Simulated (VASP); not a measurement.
# AlNi (Pm-3m) in VASP: notebook

Runs on AlNi. Level: PBEsol+D4. Tasks: single point.

All numbers are computed with VASP 6.6.1; they aren't measurements. Logs are shortened: lines on timing, memory, paths and dates and some standing lists are left out, and cuts for length are marked.

## (1) The cell of the first run

It takes space group Pm-3m (No. 221, cubic). Conventional cell: a = 2.881 Å, b = 2.881 Å, c = 2.881 Å, α = 90.00°, β = 90.00°, γ = 90.00°. Al (site symmetry m-3m) has 8 Ni at 2.50 Å and 6 Al at 2.88 Å within 3.3 Å. Ni (site symmetry m-3m) has 8 Al at 2.50 Å and 6 Ni at 2.88 Å within 3.3 Å.

## (2) Single point, PBEsol+D4, collinear spin, ferromagnetic start

File INCAR:

```
PREC     = Accurate       # precision mode
ENCUT    = 520            # plane-wave cutoff, eV
EDIFF    = 1E-6           # SCF threshold, eV
ISMEAR   = 1              # smearing method
SIGMA    = 0.01           # smearing width, eV
LREAL    = F              # projectors in reciprocal space
LASPH    = T              # aspherical terms in the spheres
NELM     = 150            # most SCF steps
ALGO     = Normal         # electronic algorithm
ISIF     = 2              # what is computed and relaxed
LWAVE    = F              # write WAVECAR
LCHARG   = F              # write CHGCAR
ISPIN    = 2              # spin polarisation
MAGMOM   = 0 0 1.5 1.5    # initial moments
LORBIT   = 11             # projections on sites
LMAXMIX  = 4              # l up to which the mixer works
GGA      = PS             # functional
IVDW     = 13             # dispersion correction
NBANDS   = 25             # bands
```

File KPOINTS:

```
Automatic mesh
0
Gamma
  5 5 3
  0.5 0.5 0.5
```

File POSCAR:

```
AlNi
1.0
    2.8810000000      0.0000000000      0.0000000000
    0.0000000000      2.8810000000      0.0000000000
    0.0000000000      0.0000000000      5.7620000000
Al Ni
2 2
Direct
    0.0000000000      0.0000000000      0.0000000000
    0.0000000000      0.0000000000      0.5000000000
    0.5000000000      0.5000000000      0.2500000000
    0.5000000000      0.5000000000      0.7500000000
```

Potentials or basis: VASP PAW PBE potentials, release 64 (Al, Ni).

The run is started by

```
$ cat potpaw_PBE.64/Al/POTCAR potpaw_PBE.64/Ni/POTCAR > POTCAR
$ mpirun -np 1 vasp_std > vasp.out
```

OUTCAR:

```text
PREC = Accurate
   ENCUT = 520
   EDIFF = 1E-6
   ISMEAR = 1
   LREAL = F
   LASPH = T
   NELM = 150
   ISIF = 2
   ISPIN = 2
   LORBIT = 11
   GGA = PS
   IVDW = 13

 ion  position               nearest neighbor table
   1  0.000  0.000  0.000-   3 2.50   4 2.50   3 2.50   4 2.50   3 2.50   4 2.50   3 2.50   4 2.50
                             2 2.88   2 2.88
   2  0.000  0.000  0.500-   3 2.50   4 2.50   3 2.50   4 2.50   3 2.50   4 2.50   3 2.50   4 2.50
                             1 2.88   1 2.88
   3  0.500  0.500  0.250-   1 2.50   2 2.50   1 2.50   2 2.50   1 2.50   2 2.50   1 2.50   2 2.50
                             4 2.88   4 2.88
   4  0.500  0.500  0.750-   1 2.50   2 2.50   1 2.50   2 2.50   1 2.50   2 2.50   1 2.50   2 2.50
                             3 2.88   3 2.88

  LATTYP: Found a simple tetragonal cell.
 ALAT       =     2.8810000000
 C/A-ratio  =     2.0000000000

  Lattice vectors:

 A1 = (   2.8810000000,   0.0000000000,   0.0000000000)
 A2 = (   0.0000000000,   2.8810000000,   0.0000000000)
 A3 = (   0.0000000000,   0.0000000000,   5.7620000000)

Analysis of symmetry for initial positions (statically):
=====================================================================
 Subroutine PRICEL returns following result:

  LATTYP: Found a simple cubic cell.
 ALAT       =     2.8810000000
[... 12 lines left out ...]
 Subroutine GETGRP returns: Found 16 space group operations
 (whereof 16 operations were pure point group operations)
 out of a pool of 16 trial point group operations.

The static configuration has the point symmetry D_4h.

Analysis of symmetry for dynamics (positions and initial velocities):
=====================================================================
 Subroutine PRICEL returns following result:

  LATTYP: Found a simple cubic cell.
 ALAT       =     2.8810000000
[... 12 lines left out ...]
 Subroutine GETGRP returns: Found 16 space group operations
 (whereof 16 operations were pure point group operations)
 out of a pool of 16 trial point group operations.

The dynamic configuration has the point symmetry D_4h.

Analysis of structural, dynamic, and magnetic symmetry:
=====================================================================
 Subroutine PRICEL returns following result:

  LATTYP: Found a simple cubic cell.
 ALAT       =     2.8810000000
[... 12 lines left out ...]
 Subroutine GETGRP returns: Found 16 space group operations
 (whereof 16 operations were pure point group operations)
 out of a pool of 16 trial point group operations.

The overall configuration has the point symmetry D_4h.

 Subroutine INISYM returns: Found 16 space group operations
 (whereof 16 operations are pure point group operations),
 and found     2 'primitive' translations

----------------------------------------------------------------------------------------

                                     Primitive cell

  volume of cell :      23.9128

  direct lattice vectors                    reciprocal lattice vectors
     2.881000000  0.000000000  0.000000000     0.347101701  0.000000000  0.000000000
     0.000000000  2.881000000  0.000000000     0.000000000  0.347101701  0.000000000
     0.000000000  0.000000000  2.881000000     0.000000000  0.000000000  0.347101701

  length of vectors
     2.881000000  2.881000000  2.881000000     0.347101701  0.347101701  0.347101701

  position of ions in fractional coordinates (direct lattice)
     0.000000000  0.000000000  0.000000000
     0.500000000  0.500000000  0.500000000

  ion indices of the primitive-cell ions
   primitive index   ion index
                 1           1
                 2           3

----------------------------------------------------------------------------------------

 KPOINTS: Automatic mesh

Automatic generation of k-mesh.
 Grid dimensions read from file:
 generate k-points for:    5    5    3

 Generating k-lattice:

  Cartesian coordinates                     Fractional coordinates (reciprocal lattice)
     0.069420340  0.000000000  0.000000000     0.200000000  0.000000000  0.000000000
     0.000000000  0.069420340  0.000000000     0.000000000  0.200000000  0.000000000
     0.000000000  0.000000000  0.057850283     0.000000000  0.000000000  0.333333333

  Length of vectors
     0.069420340  0.069420340  0.057850283

  Shift w.r.t. Gamma in fractional coordinates (k-lattice)
     0.500000000  0.500000000  0.500000000

 Subroutine IBZKPT returns following result:
 ===========================================

 Found     12 irreducible k-points:

 Following reciprocal coordinates:
            Coordinates               Weight
  0.100000  0.100000  0.166667      8.000000
  0.300000  0.100000  0.166667     16.000000
  0.500000  0.100000  0.166667      8.000000
  0.300000  0.300000  0.166667      8.000000
  0.500000  0.300000  0.166667      8.000000
  0.500000  0.500000  0.166667      2.000000
  0.100000  0.100000  0.500000      4.000000
  0.300000  0.100000  0.500000      8.000000
  0.500000  0.100000  0.500000      4.000000
  0.300000  0.300000  0.500000      4.000000
  0.500000  0.300000  0.500000      4.000000
  0.500000  0.500000  0.500000      1.000000
   k-points           NKPTS =     12   k-points in BZ     NKDIM =     12   number of bands    NBANDS=     25
   number of dos      NEDOS =    301   number of ions     NIONS =      4
   total plane-waves  NPLWV =  27648
   dimension x,y,z NGX =    24 NGY =   24 NGZ =   48
   dimension x,y,z NGXF=    48 NGYF=   48 NGZF=   96
   ions per type =               2   2
   NGX,Y,Z   is equivalent  to a cutoff of  13.85, 13.85, 13.85 a.u.
   NGXF,Y,Z  is equivalent  to a cutoff of  27.70, 27.70, 27.70 a.u.
 SYSTEM =  unknown system
   PREC   = accura    normal or accurate (medium, high low for compatibility)
   ISTART =      0    job   : 0-new  1-cont  2-samecut
   ICHARG =      2    charge: 1-file 2-atom 10-const
   ISPIN  =      2    spin polarized calculation?
   LNONCOLLINEAR =      F non collinear calculations
   LSORBIT =      F    spin-orbit coupling
   LASPH  =      T    aspherical Exc in radial PAW
   ENCUT  =  520.0 eV  38.22 Ry    6.18 a.u.   5.36  5.36 10.71*2*pi/ulx,y,z
   NELM   =    150;   NELMIN=  2; NELMDL= -5     # of ELM steps
   EDIFF  = 0.1E-05   stopping-criterion for ELM
   LREAL  =      F    real-space projection
[... 7 lines left out ...]
   TEBEG  =    0.0;   TEEND  =   0.0 temperature during run
   PSTRESS=    0.0 pullay stress
   NELECT =      26.0000    total number of electrons
   NUPDOWN=      -1.0000    fix difference up-down
   EMIN   =  10.00;   EMAX   =-10.00  energy-range for DOS
   EFERMI =   0.00;   METHOD = LEGACY
   ISMEAR =     1;   SIGMA  =   0.01  broadening in eV -4-tet -1-fermi 0-gaus
   EFERMI_NEDOS =   21; number of points for ismear=-14 and -15
   IALGO  =     38    algorithm
   IMIX   =      4    mixing-type and parameters
     AMIX     =   0.40;   BMIX     =  1.00
     AMIX_MAG =   1.60;   BMIX_MAG =  1.00
  volume/ion in A,a.u.               =      11.96        80.69
  Fermi-wavevector in a.u.,A,eV,Ry     =   1.336122  2.524904 24.289410  1.785221
  Thomas-Fermi vector in A             =   2.464773
   LORBIT       =     11    0 simple, 1 ext, 2 COOP (PROOUT), +10 PAW based schemes
   GGA     = PS    functional components
   LHFCALC =     F    Hartree Fock is set to
   AEXX    =    0.0000 exact exchange contribution
   IVDW    =    13    specifies the selected vdW correction
   LEPSILON=     F    determine dielectric tensor
   LRPA    =     F    only Hartree local field effects (RPA)
 spin polarized calculation
 Methfessel and Paxton  Order N= 1 SIGMA  =   0.01
  energy-cutoff  :      520.00
  volume of cell :       47.83
 maximum number of plane-waves:      1308
 NGX is ok and might be reduce to    24
   NGX = 11   NGY = 11   NGZ = 21

 number of electron      26.0000029 magnetization      -0.0601536

 number of electron      26.0000029 magnetization       0.0324498

 Free energy of the ion-electron system (eV)
  ---------------------------------------------------
  ext. energy  EPLUGINS =         0.00000000
  ---------------------------------------------------
  free energy    TOTEN  =       -23.16112092 eV

  energy without entropy =      -23.16106104  energy(sigma->0) =      -23.16110096

 E-fermi :  10.2093     XC(G=0): -12.1676

 val. band max:        9.8220504254   @ k =   0.5000   0.3000   0.1667
 cond. band min:      10.2140951006   @ k =   0.3000   0.1000   0.1667
 fundamental gap:      0.3920446752
 Fermi energy:        10.2092830563

 spin component 1

 k-point     1 :       0.1000    0.1000    0.1667
  band No.  band energies     occupation
      1      -0.7435      1.00000
      2       2.1387      1.00000
      3       4.6010      1.00000
      4       6.6550      1.00000
      5       6.7019      1.00000
      6       7.1080      1.00000
[... 325 lines left out ...]
     24      18.3042      0.00000
     25      21.4223      0.00000
 Fermi energy:        10.2092830563

 spin component 2

 k-point     1 :       0.1000    0.1000    0.1667
  band No.  band energies     occupation
      1      -0.7383      1.00000
      2       2.1442      1.00000
      3       4.6070      1.00000
      4       6.6708      1.00000
      5       6.7115      1.00000
      6       7.1247      1.00000
[... 325 lines left out ...]
     24      18.3103      0.00000
     25      21.4275      0.00000

------------------------ aborting loop because EDIFF is reached ----------------------------------------

  DFT-D4 for vdW energy calculation

  Edisp (eV):   -1.01931

  FORCE on cell =-STRESS in cart. coord.  units (eV):
  Direction    XX          YY          ZZ          XY          YZ          ZX
  --------------------------------------------------------------------------------------
  -------------------------------------------------------------------------------------
  Total      -2.32923    -2.32923    -1.50379     0.00000    -0.00000     0.00000
  in kB     -78.03019   -78.03019   -50.37771     0.00000    -0.00000     0.00000
  external pressure =      -68.81 kB  Pullay stress =        0.00 kB

 VOLUME and BASIS-vectors are now :
 -----------------------------------------------------------------------------
  energy-cutoff  :      520.00
  volume of cell :       47.83
      direct lattice vectors                 reciprocal lattice vectors
     2.881000000  0.000000000  0.000000000     0.347101701  0.000000000  0.000000000
     0.000000000  2.881000000  0.000000000     0.000000000  0.347101701  0.000000000
     0.000000000  0.000000000  5.762000000     0.000000000  0.000000000  0.173550850

 POSITION                                       TOTAL-FORCE (eV/Angst)
 -----------------------------------------------------------------------------------
      0.00000      0.00000      0.00000         0.000000     -0.000000     -0.000000
      0.00000      0.00000      2.88100         0.000000     -0.000000     -0.000000
      1.44050      1.44050      1.44050        -0.000000      0.000000      0.000000
      1.44050      1.44050      4.32150         0.000000      0.000000     -0.000000
 -----------------------------------------------------------------------------------
    total drift:                                0.000000     -0.000000     -0.000000

  FREE ENERGIE OF THE ION-ELECTRON SYSTEM (eV)
  ---------------------------------------------------
  free  energy   TOTEN  =       -24.1804357245 eV

  energy  without entropy=      -24.1803758382  energy(sigma->0) =      -24.18041576

 total charge

# of ion       s       p       d       tot
------------------------------------------
    1        0.381   0.409   0.000   0.791
    2        0.381   0.409   0.000   0.791
    3        0.477   0.529   8.471   9.477
    4        0.477   0.529   8.471   9.477
--------------------------------------------------
tot          1.717   1.876  16.942  20.534

 magnetization (x)

# of ion       s       p       d       tot
------------------------------------------
    1        0.001   0.001   0.000   0.002
    2        0.001   0.001   0.000   0.002
    3        0.001   0.001   0.010   0.012
    4        0.001   0.001   0.010   0.012
--------------------------------------------------
tot          0.003   0.004   0.020   0.027
```

It took 48 s on 1 thread of AMD EPYC 7R43 (Zen 3), shared host; peak memory 0.15 GiB.

Results:

```
Free energy                                           : -24.1804 eV
Pressure                                              : -6.9 GPa
Band gap on the k mesh                                : zero (filled and empty bands overlap)
Net moment                                            : 0.03 μB per cell
Valence electrons inside the program's atomic spheres : Al 0.79; Ni 9.48
Dispersion energy per atom                            : -0.255 eV
```

Levels at points of the mesh, in eV from the Fermi level:
Spin up:
```tsv
k point	band 10	band 11	band 12	band 13	band 14	band 15	band 16	band 17
(0.50, 0.50, 0.50)	-1.37	-0.67	-0.67	-0.67	-0.67	1.29	1.29	2.41
```
Spin down:
```
           k point  band 11  band 12  band 13  band 14  band 15  band 16
(0.50, 0.50, 0.50)    -0.67    -0.67    -0.67    -0.67     1.30     1.30
```

Caveat: the k points lie up to 0.44 Å⁻¹ apart; the starting moments collapsed, and a magnetic state may lie lower; the PAW data sets were made with another functional, which shifts forces and pressure a little; pairwise dispersion overbinds metals, which lowers pressure and volume.

## (3) Single point, PBEsol+D4, collinear spin, antiferromagnetic start

File INCAR:

```
PREC = Accurate
ENCUT = 520
EDIFF = 1E-6
ISMEAR = 1
SIGMA = 0.01
LREAL = False
LASPH = True
NELM = 150
ALGO = Normal
ISIF = 2
LWAVE = False
LCHARG = False
ISPIN = 2
MAGMOM = 0 0 1.5 -1.5
LORBIT = 11
LMAXMIX = 4
GGA = PS
IVDW = 13
NBANDS = 25
```

KPOINTS is that of step 2.

POSCAR is that of step 2.

Potentials or basis: VASP PAW PBE potentials, release 64 (Al, Ni).

The run is started by

```
$ cat potpaw_PBE.64/Al/POTCAR potpaw_PBE.64/Ni/POTCAR > POTCAR
$ mpirun -np 1 vasp_std > vasp.out
```

OUTCAR:

```text
PREC = Accurate
   ENCUT = 520
   EDIFF = 1E-6
   ISMEAR = 1
   LREAL = False
   LASPH = True
   NELM = 150
   ISIF = 2
   ISPIN = 2
   LORBIT = 11
   GGA = PS
   IVDW = 13

 ion  position               nearest neighbor table
   1  0.000  0.000  0.000-   3 2.50   4 2.50   3 2.50   4 2.50   3 2.50   4 2.50   3 2.50   4 2.50
                             2 2.88   2 2.88
   2  0.000  0.000  0.500-   3 2.50   4 2.50   3 2.50   4 2.50   3 2.50   4 2.50   3 2.50   4 2.50
                             1 2.88   1 2.88
   3  0.500  0.500  0.250-   1 2.50   2 2.50   1 2.50   2 2.50   1 2.50   2 2.50   1 2.50   2 2.50
                             4 2.88   4 2.88
   4  0.500  0.500  0.750-   1 2.50   2 2.50   1 2.50   2 2.50   1 2.50   2 2.50   1 2.50   2 2.50
                             3 2.88   3 2.88

  LATTYP: Found a simple tetragonal cell.
 ALAT       =     2.8810000000
 C/A-ratio  =     2.0000000000

  Lattice vectors:

 A1 = (   2.8810000000,   0.0000000000,   0.0000000000)
 A2 = (   0.0000000000,   2.8810000000,   0.0000000000)
[... 896 lines left out ...]
  DFT-D4 for vdW energy calculation

  Edisp (eV):   -1.01931

  FORCE on cell =-STRESS in cart. coord.  units (eV):
  Direction    XX          YY          ZZ          XY          YZ          ZX
  --------------------------------------------------------------------------------------
  -------------------------------------------------------------------------------------
  Total      -2.33418    -2.33418    -1.50906     0.00000     0.00000     0.00000
  in kB     -78.19618   -78.19618   -50.55411     0.00000     0.00000     0.00000
  external pressure =      -68.98 kB  Pullay stress =        0.00 kB

 VOLUME and BASIS-vectors are now :
 -----------------------------------------------------------------------------
  energy-cutoff  :      520.00
  volume of cell :       47.83
      direct lattice vectors                 reciprocal lattice vectors
     2.881000000  0.000000000  0.000000000     0.347101701  0.000000000  0.000000000
     0.000000000  2.881000000  0.000000000     0.000000000  0.347101701  0.000000000
     0.000000000  0.000000000  5.762000000     0.000000000  0.000000000  0.173550850

 POSITION                                       TOTAL-FORCE (eV/Angst)
 -----------------------------------------------------------------------------------
      0.00000      0.00000      0.00000        -0.000000     -0.000000     -0.000000
      0.00000      0.00000      2.88100        -0.000000     -0.000000     -0.000000
      1.44050      1.44050      1.44050        -0.000000      0.000000      0.000000
      1.44050      1.44050      4.32150         0.000000      0.000000     -0.000000
 -----------------------------------------------------------------------------------
    total drift:                                0.000000     -0.000000     -0.000000

  FREE ENERGIE OF THE ION-ELECTRON SYSTEM (eV)
  ---------------------------------------------------
  free  energy   TOTEN  =       -24.1803370433 eV

  energy  without entropy=      -24.1802657434  energy(sigma->0) =      -24.18031328

 total charge

# of ion       s       p       d       tot
------------------------------------------
    1        0.381   0.409   0.000   0.791
    2        0.381   0.409   0.000   0.791
    3        0.477   0.529   8.471   9.477
    4        0.477   0.529   8.471   9.477
--------------------------------------------------
tot          1.717   1.876  16.942  20.534

 magnetization (x)

# of ion       s       p       d       tot
------------------------------------------
    1        0.000   0.000   0.000   0.000
    2        0.000   0.000   0.000   0.000
    3       -0.000   0.000  -0.000  -0.000
    4        0.000  -0.000   0.000   0.000
--------------------------------------------------
tot          0.000   0.000   0.000   0.000
```

Run time: 38 s. Hardware: 1 thread of AMD EPYC 7R43 (Zen 3), shared host; peak memory 0.16 GiB.

What came out:

```yaml
Free_energy: -24.1803 eV
Pressure: -6.9 GPa
Band_gap_on_the_k_mesh: zero (filled and empty bands overlap)
Net_moment: 0.00 μB per cell
Valence_electrons_inside_the_program's_atomic_spheres: Al 0.79; Ni 9.48
Dispersion_energy_per_atom: -0.255 eV
```

Stress tensor (GPa, compression positive):
```
-7.82  0.00  0.00
 0.00 -7.82  0.00
 0.00  0.00 -5.06
```

Caveat: the k points lie up to 0.44 Å⁻¹ apart; the starting moments collapsed, and a magnetic state may lie lower; the PAW data sets were made with another functional, which shifts forces and pressure a little; pairwise dispersion overbinds metals, which lowers pressure and volume.
